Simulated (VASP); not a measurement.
# Au (P4/mmm) in VASP: further runs

The runs below take Au through single point, with PBE.

All numbers are computed with VASP 6.6.1; they aren't measurements. Logs are shortened: lines on timing, memory, paths and dates and some standing lists are left out, and cuts for length are marked.

## (1) The cell of the first run

It takes space group P4/mmm (No. 123, tetragonal). The conventional cell has a = 2.564 Å, b = 2.564 Å, c = 2.627 Å, α = 90.00°, β = 90.00°, γ = 90.00°. Within 3.4 Å of Au (site symmetry 4/mmm) lie 6 Au at 2.56 to 2.63 Å.

## (2) Single point, PBE

Input file INCAR:

```
  ALGO = Normal
  EDIFF = 1E-7
  ENCUT = 520
  GGA = PE
  ISIF = 2
  ISMEAR = 0
  LASPH = T
  LCHARG = T
  LELF = T
  LREAL = F
  LVHAR = T
  LWAVE = F
  NBANDS = 12
  NELM = 80
  PREC = Accurate
  SIGMA = 0.1
```

Input file KPOINTS:

```
k-points
0
Gamma
  6 6 6
```

Input file POSCAR:

```
Au
1.0
    2.5638780600      0.0000000000      0.0000000000
    0.0000000000      2.5638780600      0.0000000000
    0.0000000000      0.0000000000      2.6269383300
Au
1
Direct
    0.0000000000      0.0000000000      0.0000000000
```

Potentials or basis: VASP PAW PBE potentials, release 64 (Au).

Launch:

```bash
> cat potpaw_PBE.64/Au/POTCAR > POTCAR
> mpirun -np 1 vasp_std > vasp.out
```

OUTCAR:

```text
EDIFF = 1E-7
   ENCUT = 520
   GGA = PE
   ISIF = 2
   ISMEAR = 0
   LASPH = T
   LREAL = F
   NELM = 80
   PREC = Accurate

 ion  position               nearest neighbor table
   1  0.000  0.000  0.000-

  LATTYP: Found a simple tetragonal cell.
 ALAT       =     2.5638780600
 C/A-ratio  =     1.0245956588

  Lattice vectors:

 A1 = (   2.5638780600,   0.0000000000,   0.0000000000)
 A2 = (   0.0000000000,   2.5638780600,   0.0000000000)
 A3 = (   0.0000000000,   0.0000000000,   2.6269383300)

Analysis of symmetry for initial positions (statically):
=====================================================================
 Subroutine PRICEL returns:
 Original cell was already a primitive cell.

 Routine SETGRP: Setting up the symmetry group for a
 simple tetragonal supercell.

 Subroutine GETGRP returns: Found 16 space group operations
 (whereof 16 operations were pure point group operations)
 out of a pool of 16 trial point group operations.

The static configuration has the point symmetry D_4h.

Analysis of symmetry for dynamics (positions and initial velocities):
=====================================================================
 Subroutine PRICEL returns:
 Original cell was already a primitive cell.

 Routine SETGRP: Setting up the symmetry group for a
 simple tetragonal supercell.

 Subroutine GETGRP returns: Found 16 space group operations
 (whereof 16 operations were pure point group operations)
 out of a pool of 16 trial point group operations.

The dynamic configuration has the point symmetry D_4h.

 Subroutine INISYM returns: Found 16 space group operations
 (whereof 16 operations are pure point group operations),
 and found     1 'primitive' translations

----------------------------------------------------------------------------------------

                                     Primitive cell

  volume of cell :      17.2681

  direct lattice vectors                    reciprocal lattice vectors
     2.563878060  0.000000000  0.000000000     0.390034150  0.000000000  0.000000000
     0.000000000  2.563878060  0.000000000     0.000000000  0.390034150  0.000000000
     0.000000000  0.000000000  2.626938330     0.000000000  0.000000000  0.380671289

  length of vectors
     2.563878060  2.563878060  2.626938330     0.390034150  0.390034150  0.380671289

  position of ions in fractional coordinates (direct lattice)
     0.000000000  0.000000000  0.000000000

[... 75 lines left out ...]
   EDIFF  = 0.1E-06   stopping-criterion for ELM
   LREAL  =      F    real-space projection
   EDIFFG = 0.1E-05   stopping-criterion for IOM
   NSW    =      0    number of steps for IOM
   IBRION =     -1    ionic relax: 0-MD 1-quasi-New 2-CG
   NFREE  =      0    steps in history (QN), initial steepest desc. (CG)
   ISIF   =      2    stress and relaxation
   ISYM   =      2    0-nonsym 1-usesym 2-fastsym
   POTIM  = 0.5000    time-step for ionic-motion
   TEBEG  =    0.0;   TEEND  =   0.0 temperature during run
   PSTRESS=    0.0 pullay stress
   NELECT =      11.0000    total number of electrons
   NUPDOWN=      -1.0000    fix difference up-down
   EMIN   =  10.00;   EMAX   =-10.00  energy-range for DOS
   EFERMI =   0.00;   METHOD = LEGACY
   ISMEAR =     0;   SIGMA  =   0.10  broadening in eV -4-tet -1-fermi 0-gaus
   EFERMI_NEDOS =   21; number of points for ismear=-14 and -15
   IALGO  =     38    algorithm
   IMIX   =      4    mixing-type and parameters
     AMIX     =   0.40;   BMIX     =  1.00
     AMIX_MAG =   1.60;   BMIX_MAG =  1.00
  volume/ion in A,a.u.               =      17.27       116.53
  Fermi-wavevector in a.u.,A,eV,Ry     =   1.408610  2.661887 26.996448  1.984183
  Thomas-Fermi vector in A             =   2.530750
   LORBIT       =      0    0 simple, 1 ext, 2 COOP (PROOUT), +10 PAW based schemes
   GGA     = PE    functional components
   LHFCALC =     F    Hartree Fock is set to
   AEXX    =    0.0000 exact exchange contribution
   IVDW    =     0    specifies the selected vdW correction
   LEPSILON=     F    determine dielectric tensor
   LRPA    =     F    only Hartree local field effects (RPA)
 non-spin polarized calculation
 Gauss-broadening in eV      SIGMA  =   0.10
  energy-cutoff  :      520.00
  volume of cell :       17.27
 maximum number of plane-waves:       476
 NGX is ok and might be reduce to    20
   NGX =  9   NGY =  9   NGZ =  9

 number of electron      11.0000000 magnetization

 Free energy of the ion-electron system (eV)
  ---------------------------------------------------
  ext. energy  EPLUGINS =         0.00000000
  ---------------------------------------------------
  free energy    TOTEN  =        -2.81691585 eV

  energy without entropy =       -2.81451215  energy(sigma->0) =       -2.81571400

 E-fermi :   8.9771     XC(G=0): -12.5028

 val. band max:        8.9614660822   @ k =   0.5000   0.1667   0.5000
 cond. band min:       9.0125758001   @ k =   0.5000   0.5000   0.5000
 fundamental gap:      0.0511097179
 Fermi energy:         8.9770528910

 k-point     1 :       0.0000    0.0000    0.0000
  band No.  band energies     occupation
      1      -0.4473      2.00000
      2       1.7610      2.00000
      3       1.9601      2.00000
      4       7.4287      2.00000
      5       7.4287      2.00000
      6       7.5649      2.00000
      7      23.1307      0.00000
      8      24.1737      0.00000
      9      24.1737      0.00000
     10      29.5685      0.00000
     11      32.0979      0.00000
     12      32.4621      0.00000
[... 331 lines left out ...]
 k-point    24 :       0.5000    0.0000    0.3333
  band No.  band energies     occupation
      1       2.4357      2.00000
      2       2.6049      2.00000
      3       5.7419      2.00000
      4       6.4016      2.00000
      5       6.5623      2.00000
      6      11.5211      0.00000
      7      12.3633      0.00000
      8      20.3998      0.00000
      9      22.8191      0.00000
     10      29.2684      0.00000
     11      32.7340      0.00000
     12      33.3499      0.00000

 [... further k-points ...]
[... 5 lines left out ...]
  --------------------------------------------------------------------------------------
  -------------------------------------------------------------------------------------
  Total        3.7233750      3.7233750      2.4270700      0.0000000     -0.0000000      0.0000000
  in kB      345.4639642    345.4639642    225.1895695      0.0000000     -0.0000000      0.0000000
  external PRESSURE =     305.3724993 kB  Pullay stress =       0.0000000 kB

 VOLUME and BASIS-vectors are now :
 -----------------------------------------------------------------------------
  energy-cutoff  :      520.00
  volume of cell :       17.27
      direct lattice vectors                 reciprocal lattice vectors
     2.563878060  0.000000000  0.000000000     0.390034150  0.000000000  0.000000000
     0.000000000  2.563878060  0.000000000     0.000000000  0.390034150  0.000000000
     0.000000000  0.000000000  2.626938330     0.000000000  0.000000000  0.380671289

 POSITION                                       TOTAL-FORCE (eV/Angst)
 -----------------------------------------------------------------------------------
      0.00000      0.00000      0.00000         0.000000      0.000000      0.000000
 -----------------------------------------------------------------------------------
    total drift:                               -0.000000      0.000000     -0.000000

  FREE ENERGIE OF THE ION-ELECTRON SYSTEM (eV)
  ---------------------------------------------------
  free  energy   TOTEN  =        -2.8169158451 eV

  energy  without entropy=       -2.8145121496  energy(sigma->0) =       -2.81571400
```

Wall time 3.5 s (1 thread of AMD EPYC 9R45 (Zen 5), shared host); peak memory 0.09 GiB.

Results:

```yaml
Free_energy: -2.8169 eV
Pressure: 30.5 GPa
```

Stress tensor (GPa, compression positive):
```
34.55  0.00  0.00
 0.00 34.55  0.00
 0.00  0.00 22.52
```

Levels at points of the mesh, in eV from the Fermi level:
| k point | band 1 | band 2 | band 3 | band 4 | band 5 | band 6 | band 7 | band 8 | band 9 | band 10 |
| --- | --- | --- | --- | --- | --- | --- | --- | --- | --- | --- |
| (0.00, 0.00, 0.00) | -9.42 | -7.22 | -7.02 | -1.55 | -1.55 | -1.41 | 14.15 | 15.20 | 15.20 | 20.59 |
| (0.50, 0.00, 0.00) | -6.97 | -6.45 | -3.69 | -3.47 | -1.34 | -1.20 | 3.11 | 16.33 | 19.41 | 20.21 |
| (0.50, 0.50, 0.00) | -7.24 | -5.78 | -3.29 | -3.29 | 0.17 | 3.98 | 3.98 | 8.64 | 12.69 | 21.19 |
| (0.00, 0.00, 0.50) | -7.22 | -6.75 | -3.31 | -3.31 | -1.39 | -1.25 | 2.45 | 16.70 | 19.52 | 20.86 |
| (0.50, 0.00, 0.50) | -7.10 | -6.21 | -3.16 | -2.94 | -0.05 | 3.63 | 3.76 | 8.10 | 12.48 | 21.43 |
| (0.50, 0.50, 0.50) | -6.42 | -6.15 | -6.15 | 0.04 | 0.28 | 9.33 | 9.33 | 9.40 | 9.74 | 15.59 |

Caveat: the k points lie up to 0.41 Å⁻¹ apart; spin-orbit coupling is left out, which moves the levels of the heavy elements.

## (3) Single point, PBE

This run uses another cell than the first one, of 20.40 Å³/atom, 1.181 times its volume.

Input file INCAR:

```
SYSTEM = Au
  ALGO = Normal
  EDIFF = 1E-7
  ENCUT = 520
  GGA = PE
  ISIF = 2
  ISMEAR = 0
  LASPH = .True.
  LCHARG = .False.
  LREAL = .False.
  LWAVE = .False.
  NBANDS = 12
  NELM = 80
  PREC = Accurate
  SIGMA = 0.1
```

Input file KPOINTS:

```
k-points
0
Gamma
  6 6 6
  0 0 0
```

Input file POSCAR:

```
Au
1.0
    2.7312790092      0.0000000000      0.0000000000
    0.0000000000      2.7312790092      0.0000000000
    0.0000000000      0.0000000000      2.7343246737
Au
1
Direct
    0.0000000000      0.0000000000      0.0000000000
```

Potentials or basis: VASP PAW PBE potentials, release 64 (Au).

Launch:

```bash
> cat potpaw_PBE.64/Au/POTCAR > POTCAR
> mpirun -np 1 vasp_std > vasp.out
```

OUTCAR:

```text
SYSTEM = Au
   EDIFF = 1E-7
   ENCUT = 520
   GGA = PE
   ISIF = 2
   ISMEAR = 0
   LASPH = .True.
   LREAL = .False.
   NELM = 80
   PREC = Accurate

 ion  position               nearest neighbor table
   1  0.000  0.000  0.000-

  LATTYP: Found a simple tetragonal cell.
 ALAT       =     2.7312790092
 C/A-ratio  =     1.0011151056

  Lattice vectors:

 A1 = (   2.7312790092,   0.0000000000,   0.0000000000)
 A2 = (   0.0000000000,   2.7312790092,   0.0000000000)
 A3 = (   0.0000000000,   0.0000000000,   2.7343246737)

Analysis of symmetry for initial positions (statically):
=====================================================================
 Subroutine PRICEL returns:
 Original cell was already a primitive cell.

 Routine SETGRP: Setting up the symmetry group for a
 simple tetragonal supercell.

 Subroutine GETGRP returns: Found 16 space group operations
 (whereof 16 operations were pure point group operations)
 out of a pool of 16 trial point group operations.

The static configuration has the point symmetry D_4h.

Analysis of symmetry for dynamics (positions and initial velocities):
=====================================================================
 Subroutine PRICEL returns:
 Original cell was already a primitive cell.

 Routine SETGRP: Setting up the symmetry group for a
 simple tetragonal supercell.

 Subroutine GETGRP returns: Found 16 space group operations
 (whereof 16 operations were pure point group operations)
 out of a pool of 16 trial point group operations.

The dynamic configuration has the point symmetry D_4h.

 Subroutine INISYM returns: Found 16 space group operations
 (whereof 16 operations are pure point group operations),
 and found     1 'primitive' translations

----------------------------------------------------------------------------------------

                                     Primitive cell

  volume of cell :      20.3977
[... 107 lines left out ...]
     AMIX_MAG =   1.60;   BMIX_MAG =  1.00
  volume/ion in A,a.u.               =      20.40       137.65
  Fermi-wavevector in a.u.,A,eV,Ry     =   1.332534  2.518124 24.159145  1.775647
  Thomas-Fermi vector in A             =   2.461462
   LORBIT       =      0    0 simple, 1 ext, 2 COOP (PROOUT), +10 PAW based schemes
   GGA     = PE    functional components
   LHFCALC =     F    Hartree Fock is set to
   AEXX    =    0.0000 exact exchange contribution
   IVDW    =     0    specifies the selected vdW correction
   LEPSILON=     F    determine dielectric tensor
   LRPA    =     F    only Hartree local field effects (RPA)
 non-spin polarized calculation
 Gauss-broadening in eV      SIGMA  =   0.10
  energy-cutoff  :      520.00
  volume of cell :       20.40
 maximum number of plane-waves:       560
   NGX = 11   NGY = 11   NGZ = 11

 number of electron      10.9999996 magnetization

 Free energy of the ion-electron system (eV)
  ---------------------------------------------------
  ext. energy  EPLUGINS =         0.00000000
  ---------------------------------------------------
  free energy    TOTEN  =        -3.06788528 eV

  energy without entropy =       -3.06037579  energy(sigma->0) =       -3.06413053

 E-fermi :   6.1747     XC(G=0): -11.5338

 val. band max:        6.1607268197   @ k =   0.5000   0.5000   0.1667
 cond. band min:       6.2013116225   @ k =   0.5000   0.3333   0.5000
 fundamental gap:      0.0405848028
 Fermi energy:         6.1747097108

 k-point     1 :       0.0000    0.0000    0.0000
  band No.  band energies     occupation
      1      -1.3934      2.00000
      2       0.7036      2.00000
      3       0.7124      2.00000
      4       4.9760      2.00000
      5       4.9760      2.00000
      6       4.9802      2.00000
      7      20.4102      0.00000
      8      20.4546      0.00000
      9      20.4546      0.00000
     10      25.3554      0.00000
     11      27.7678      0.00000
     12      27.7895      0.00000
[... 331 lines left out ...]
 k-point    24 :       0.5000    0.0000    0.3333
  band No.  band energies     occupation
      1       1.2456      2.00000
      2       1.3225      2.00000
      3       3.7118      2.00000
      4       4.0881      2.00000
      5       4.3895      2.00000
      6       9.0967      0.00000
      7       9.2873      0.00000
      8      16.7058      0.00000
      9      19.5027      0.00000
     10      25.9472      0.00000
     11      28.7247      0.00000
     12      29.4792      0.00000

 [... further k-points ...]
[... 5 lines left out ...]
  --------------------------------------------------------------------------------------
  -------------------------------------------------------------------------------------
  Total       -0.0022598     -0.0022598     -0.0276921      0.0000000      0.0000000      0.0000000
  in kB       -0.1774999     -0.1774999     -2.1751269      0.0000000      0.0000000      0.0000000
  external PRESSURE =      -0.8433756 kB  Pullay stress =       0.0000000 kB

 VOLUME and BASIS-vectors are now :
 -----------------------------------------------------------------------------
  energy-cutoff  :      520.00
  volume of cell :       20.40
      direct lattice vectors                 reciprocal lattice vectors
     2.731279009  0.000000000  0.000000000     0.366128834  0.000000000  0.000000000
     0.000000000  2.731279009  0.000000000     0.000000000  0.366128834  0.000000000
     0.000000000  0.000000000  2.734324674     0.000000000  0.000000000  0.365721017

 POSITION                                       TOTAL-FORCE (eV/Angst)
 -----------------------------------------------------------------------------------
      0.00000      0.00000      0.00000         0.000000      0.000000      0.000000
 -----------------------------------------------------------------------------------
    total drift:                               -0.000000      0.000000     -0.000000

  FREE ENERGIE OF THE ION-ELECTRON SYSTEM (eV)
  ---------------------------------------------------
  free  energy   TOTEN  =        -3.0678852774 eV

  energy  without entropy=       -3.0603757871  energy(sigma->0) =       -3.06413053
```

OSZICAR:

```text
N       E                     dE             d eps       ncg     rms          rms(c)
DAV:   1     0.475821048691E+02    0.47582E+02   -0.53448E+03   992   0.786E+02
DAV:   2    -0.273625610204E+01   -0.50318E+02   -0.47433E+02  1152   0.179E+02
DAV:   3    -0.339588123381E+01   -0.65963E+00   -0.65896E+00  1132   0.196E+01
DAV:   4    -0.339855264752E+01   -0.26714E-02   -0.26713E-02  1092   0.142E+00
DAV:   5    -0.339857772146E+01   -0.25074E-04   -0.25073E-04  1148   0.137E-01    0.654E+00
DAV:   6    -0.308658426078E+01    0.31199E+00   -0.91471E-01  1012   0.743E+00    0.431E+00
DAV:   7    -0.307073048115E+01    0.15854E-01   -0.56723E-02  1088   0.190E+00    0.259E+00
DAV:   8    -0.307079436233E+01   -0.63881E-04   -0.22582E-02  1024   0.122E+00    0.912E-01
DAV:   9    -0.306789527172E+01    0.28991E-02   -0.95186E-03  1024   0.771E-01    0.162E-02
DAV:  10    -0.306788246668E+01    0.12805E-04   -0.41214E-05  1112   0.609E-02    0.147E-02
DAV:  11    -0.306788554472E+01   -0.30780E-05   -0.22112E-06  1088   0.132E-02    0.578E-03
DAV:  12    -0.306788528254E+01    0.26218E-06   -0.38092E-08   756   0.161E-03    0.651E-04
DAV:  13    -0.306788527736E+01    0.51742E-08   -0.10895E-08   560   0.889E-04
   1 F= -.30678853E+01 E0= -.30641305E+01  d E =-.750949E-02
```

stdout:

```text
POSCAR found type information on POSCAR Au
 POSCAR found :  1 types and       1 ions
 scaLAPACK will be used
 LDA part: xc-table for (Slater+PW92), standard interpolation
 POSCAR, INCAR and KPOINTS ok, starting setup
 FFT: planning ... GRIDC
 FFT: planning ... GRID_SOFT
 FFT: planning ... GRID
 WAVECAR not read
 entering main loop
```

Wall time 3.8 s (1 thread of AMD EPYC 9R45 (Zen 5), shared host); peak memory 0.09 GiB.

Results:

| Item | Value |
| --- | --- |
| Free energy | -3.0679 eV |
| Pressure | -0.1 GPa |

Stress tensor (GPa, compression positive):
```
-0.02  0.00  0.00
 0.00 -0.02  0.00
 0.00  0.00 -0.22
```

Levels at points of the mesh, in eV from the Fermi level:
```
           k point  band 3  band 4  band 5  band 6  band 7  band 8
(0.00, 0.00, 0.00)   -5.46   -1.20   -1.20   -1.19   14.24   14.28
(0.50, 0.00, 0.00)   -2.66   -2.65   -1.06   -0.15    2.39   16.69
(0.50, 0.50, 0.00)   -2.40   -2.40   -0.04    4.17    4.17    6.83
(0.00, 0.00, 0.50)   -2.65   -2.65   -1.06   -0.16    2.36   16.71
(0.50, 0.00, 0.50)   -2.40   -2.39   -0.04    4.16    4.17    6.81
(0.50, 0.50, 0.50)   -4.71    0.05    0.06    8.80    8.80    8.80
```

Caveat: the k points lie up to 0.38 Å⁻¹ apart; spin-orbit coupling is left out, which moves the levels of the heavy elements.
